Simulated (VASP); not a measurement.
A run of VASP 6.6.1:

INCAR

```
  PREC = Accurate
  ENCUT = 520
  EDIFF = 1E-6
  ISMEAR = 0
  SIGMA = 0.1
  LREAL = False
  LASPH = True
  NELM = 80
  ALGO = Normal
  ISIF = 2
  LWAVE = False
  LCHARG = True
  GGA = PE
  LELF = True
  LVHAR = True
  NBANDS = 48
```

KPOINTS

```
regular mesh
0
Gamma
  3 3 3
```

POSCAR

```
Ba7O
1.0
    4.1941204420      2.4214765662      6.8741455358
   -4.1941204420      2.4214765662      6.8741455358
    0.0000000000     -4.8429531325      6.8741455358
Ba O
7 1
Direct
    0.5000000000      0.5000000000      0.0000000000
    0.0000000000      0.5000000000      0.5000000000
    0.5000000000      0.0000000000      0.5000000000
    0.5000000000      0.5000000000      0.5000000000
    0.0000000000      0.0000000000      0.5000000000
    0.5000000000      0.0000000000      0.0000000000
    0.0000000000      0.5000000000      0.0000000000
    0.0000000000      0.0000000000      0.0000000000
```

Potentials or basis: VASP PAW PBE potentials, release 64 (Ba_sv, O).

Launch:

```sh
$ cat potpaw_PBE.64/Ba_sv/POTCAR potpaw_PBE.64/O/POTCAR > POTCAR
$ mpirun -np 1 vasp_std > vasp.out
```

Hardware: 1 thread of Intel(R) Xeon(R) 6975P-C (Granite Rapids) (shared host).

Estimate the wall time of this run.

It took 2.1 min on 1 thread of Intel(R) Xeon(R) 6975P-C (Granite Rapids), with other jobs on the host, peak memory 0.61 GiB. Counts: scf iterations 18, k points 6.
